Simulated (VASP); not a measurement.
# Ti (P6_3/mmc) in VASP: notebook, part 2 of 2

VASP 6.6.1.

## (4) Relaxation of cell and atoms, PBE, target pressure 60 GPa, at which the enthalpy is minimised

INCAR reads:

```
  ALGO = Normal
  EDIFF = 1E-6
  EDIFFG = -0.01
  ENCUT = 600
  GGA = PE
  IBRION = 2
  ISIF = 3
  ISMEAR = -1
  LASPH = True
  LCHARG = False
  LREAL = False
  LWAVE = False
  NELM = 100
  NSW = 80
  PREC = Accurate
  PSTRESS = 600.0
  SIGMA = 0.05
```

KPOINTS reads:

```
k-points
0
Gamma
  8 8 4
```

POSCAR reads:

```
Ti
1.0
    2.9200000000      0.0000000000      0.0000000000
   -1.4600000000      2.5287941791      0.0000000000
    0.0000000000      0.0000000000      4.7683600000
Ti
2
Direct
    0.3333333333      0.6666666667      0.2500000000
    0.6666666667      0.3333333333      0.7500000000
```

Potentials or basis: VASP PAW PBE potentials, release 64 (Ti_sv).

Run with:

```console
> cat potpaw_PBE.64/Ti_sv/POTCAR > POTCAR
> mpirun -np 1 vasp_std > vasp.out
```

OUTCAR:

```text
EDIFF = 1E-6
   EDIFFG = -0.01
   ENCUT = 600
   GGA = PE
   IBRION = 2
   ISIF = 3
   ISMEAR = -1
   LASPH = True
   LREAL = False
   NELM = 100
   NSW = 80
   PREC = Accurate
   PSTRESS = 600.0

 ion  position               nearest neighbor table
   1  0.333  0.667  0.250-   2 2.92   2 2.92   2 2.92   2 2.92   2 2.92   2 2.92
   2  0.667  0.333  0.750-   1 2.92   1 2.92   1 2.92   1 2.92   1 2.92   1 2.92

  LATTYP: Found a hexagonal cell.
 ALAT       =     2.9200000000
 C/A-ratio  =     1.6330000000

  Lattice vectors:

 A1 = (   2.9200000000,   0.0000000000,   0.0000000000)
 A2 = (  -1.4600000000,   2.5287941791,   0.0000000000)
 A3 = (   0.0000000000,   0.0000000000,   4.7683600000)

Analysis of symmetry for initial positions (statically):
=====================================================================
 Subroutine PRICEL returns:
 Original cell was already a primitive cell.

 Routine SETGRP: Setting up the symmetry group for a
 hexagonal supercell.

 Subroutine GETGRP returns: Found 24 space group operations
 (whereof 12 operations were pure point group operations)
 out of a pool of 24 trial point group operations.

The static configuration has the point symmetry D_3d.
 The point group associated with its full space group is D_6h.

Analysis of symmetry for dynamics (positions and initial velocities):
=====================================================================
 Subroutine PRICEL returns:
 Original cell was already a primitive cell.

 Routine SETGRP: Setting up the symmetry group for a
 hexagonal supercell.

 Subroutine GETGRP returns: Found 24 space group operations
 (whereof 12 operations were pure point group operations)
 out of a pool of 24 trial point group operations.

The dynamic configuration has the point symmetry D_3d.
 The point group associated with its full space group is D_6h.

 Subroutine INISYM returns: Found 24 space group operations
 (whereof 12 operations are pure point group operations),
 and found     1 'primitive' translations

----------------------------------------------------------------------------------------

                                     Primitive cell
[... 105 lines left out ...]
   EFERMI =   0.00;   METHOD = LEGACY
   ISMEAR =    -1;   SIGMA  =   0.05  broadening in eV -4-tet -1-fermi 0-gaus
   EFERMI_NEDOS =   21; number of points for ismear=-14 and -15
   IALGO  =     38    algorithm
   IMIX   =      4    mixing-type and parameters
     AMIX     =   0.40;   BMIX     =  1.00
     AMIX_MAG =   1.60;   BMIX_MAG =  1.00
  volume/ion in A,a.u.               =      17.60       118.80
  Fermi-wavevector in a.u.,A,eV,Ry     =   1.440755  2.722632 28.242631  2.075775
  Thomas-Fermi vector in A             =   2.559464
   LORBIT       =      0    0 simple, 1 ext, 2 COOP (PROOUT), +10 PAW based schemes
   GGA     = PE    functional components
   LHFCALC =     F    Hartree Fock is set to
   AEXX    =    0.0000 exact exchange contribution
   IVDW    =     0    specifies the selected vdW correction
   LEPSILON=     F    determine dielectric tensor
   LRPA    =     F    only Hartree local field effects (RPA)
 conjugate gradient relaxation of ions
 non-spin polarized calculation
  energy-cutoff  :      600.00
  volume of cell :       35.21
 maximum number of plane-waves:      1192
 NGX is ok and might be reduce to    24
   NGX = 11   NGY = 11   NGZ = 19

--------------------------------------- Ionic step        1  -------------------------------------------

 number of electron      23.9999999 magnetization

 Free energy of the ion-electron system (eV)
  ---------------------------------------------------
  ext. energy  EPLUGINS =         0.00000000
  ---------------------------------------------------
  free energy    TOTEN  =       -15.68137976 eV

  energy without entropy =      -15.66930186  energy(sigma->0) =      -15.67534081

 E-fermi :   8.1606     XC(G=0): -11.4344

 val. band max:        8.1591600209   @ k =   0.0000   0.0000   0.2500
 cond. band min:       8.2073864971   @ k =   0.3750   0.2500   0.2500
 fundamental gap:      0.0482264761
 Fermi energy:         8.1606479299

 k-point     1 :       0.0000    0.0000    0.0000
  band No.  band energies     occupation
      1     -48.6858      2.00000
      2     -48.5707      2.00000
      3     -25.2338      2.00000
      4     -24.6209      2.00000
      5     -24.6209      2.00000
      6     -24.5988      2.00000
[... 556 lines left out ...]
  energy  without entropy=      -14.8746014359  energy(sigma->0) =      -14.88092364

  enthalpy is  TOTEN    =        -4.6960611333 eV   P V=       10.1911847086

[... ionic steps 4 to 7 ...]

--------------------------------------- Ionic step        8  -------------------------------------------

 number of electron      23.9999999 magnetization

------------------------ aborting loop because EDIFF is reached ----------------------------------------
[... 71 lines left out ...]
--------------------------------------- Ionic step       10  -------------------------------------------

 number of electron      23.9999996 magnetization

 Free energy of the ion-electron system (eV)
  ---------------------------------------------------
  ext. energy  EPLUGINS =         0.00000000
  ---------------------------------------------------
  free energy    TOTEN  =       -14.30004883 eV

  energy without entropy =      -14.28243619  energy(sigma->0) =      -14.29124251

 E-fermi :  12.1737     XC(G=0): -13.0742

 val. band max:       12.1686571664   @ k =   0.1250   0.0000   0.0000
 cond. band min:      12.1873291705   @ k =   0.5000   0.0000   0.0000
 fundamental gap:      0.0186720041
 Fermi energy:        12.1737262663

 k-point     1 :       0.0000    0.0000    0.0000
  band No.  band energies     occupation
      1     -44.3873      2.00000
      2     -43.9451      2.00000
      3     -21.4436      2.00000
      4     -19.8355      2.00000
      5     -19.8355      2.00000
      6     -19.6231      2.00000
[... 480 lines left out ...]
  energy  without entropy=      -14.2824361885  energy(sigma->0) =      -14.29124251

  enthalpy is  TOTEN    =        -4.8137674353 eV   P V=        9.4862813994

 reached required accuracy - stopping structural energy minimisation
```

OSZICAR:

```text
N       E                     dE             d eps       ncg     rms          rms(c)
DAV:   1     0.264942281680E+03    0.26494E+03   -0.14780E+04   960   0.205E+03
[... 129 lines left out ...]
   9 F= -.48136188E+01 E0= -.48048990E+01  d E =-.684257E-03
       N       E                     dE             d eps       ncg     rms          rms(c)
DAV:   1    -0.143015109991E+02    0.61144E-03   -0.96423E-02  1000   0.455E+00    0.290E-01
DAV:   2    -0.143004805351E+02    0.10305E-02   -0.48532E-03   960   0.912E-01    0.150E-01
DAV:   3    -0.143000466932E+02    0.43384E-03   -0.13965E-03  1328   0.427E-01    0.211E-02
DAV:   4    -0.143000488642E+02   -0.21710E-05   -0.11135E-04  1088   0.154E-01    0.108E-02
DAV:   5    -0.143000488347E+02    0.29490E-07   -0.39835E-06  1056   0.240E-02
  10 F= -.48137674E+01 E0= -.48049611E+01  d E =-.832845E-03
```

CONTCAR:

```text
Ti
   1.00000000000000
     2.6329970507286582   -0.0000000000000000    0.0000000000000000
    -1.3164985253643291    2.2802423341081641   -0.0000000000000000
     0.0000000000000000   -0.0000000000000000    4.2191402129769537
  Ti
     2
Direct
     0.3333333332999970    0.6666666667000030    0.2500000000000000
     0.6666666667000030    0.3333333332999970    0.7500000000000000

  0.00000000E+00  0.00000000E+00  0.00000000E+00
  0.00000000E+00  0.00000000E+00  0.00000000E+00
```

Wall time 1.7 min (1 thread of AMD EPYC 9R45 (Zen 5), shared host); peak memory 0.15 GiB.

Results:

```
Free energy                                            : -14.3000 eV
Relaxed volume                                         : 12.67 Å³/atom
Relaxed cell                                           : a = 2.633 Å, b = 2.633 Å, c = 4.219 Å, α = 90.00°, β = 90.00°, γ = 120.00°
Space group after relaxing (to 0.05 Å)                 : P6_3/mmc (No. 194)
Energy change on relaxing (the enthalpy is what falls) : +690.7 meV/atom
Ionic steps                                            : 10
Pressure after relaxing                                : 59.9 GPa
Band gap on the k mesh                                 : zero (band 12 reaches 13.00 eV, above the bottom of band 13 at 12.10 eV)
```

The path:
```tsv
step	energy change (eV)	largest force (eV/Å)	pressure (GPa)	volume (Å³)
1	0.0000	0.0000	-1.64	35.21
2	26.0530	0.0000	867.56	10.74
3	0.7941	0.0000	41.21	27.21
4	1.1421	0.0000	52.41	26.02
5	1.3945	0.0000	60.01	25.30
6	1.4617	0.0000	62.05	25.12
7	1.2725	0.0000	56.60	25.63
8	1.3769	0.0000	59.66	25.35
9	1.3793	0.0000	59.77	25.34
10	1.3813	0.0000	59.93	25.33
```

Final structure:
```xyz
2
Lattice="2.6330 0.0000 0.0000 -1.3165 2.2802 0.0000 0.0000 0.0000 4.2191" Properties=species:S:1:pos:R:3 pbc="T T T"
Ti    0.0000    1.5202    1.0548
Ti    1.3165    0.7601    3.1644
```

Caveat: the cell is relaxed towards a set pressure, so the enthalpy falls and the energy may rise; the volume moved by over 15 % at a fixed basis, so the end points are rough.

## (5) Overview

```csv
cell,gap on the mesh (eV),pressure (GPa)
relaxed to 20 GPa,none,20.0
relaxed to 40 GPa,none,40.0
relaxed to 60 GPa,none,59.9
```

Alike in all rows: task relaxation of cell and atoms; level PBE; potentials or basis VASP PAW PBE potentials, release 64 (Ti_sv); no spin polarisation; k mesh 8 × 8 × 4; cutoff (eV) 600; smearing fermi-dirac 0.05 eV.

Caveats: the cell is relaxed towards a set pressure, so the enthalpy falls and the energy may rise; the volume moved by over 15 % at a fixed basis, so the end points are rough (some runs).

Absolute energies hang on the potentials; compare differences alone.
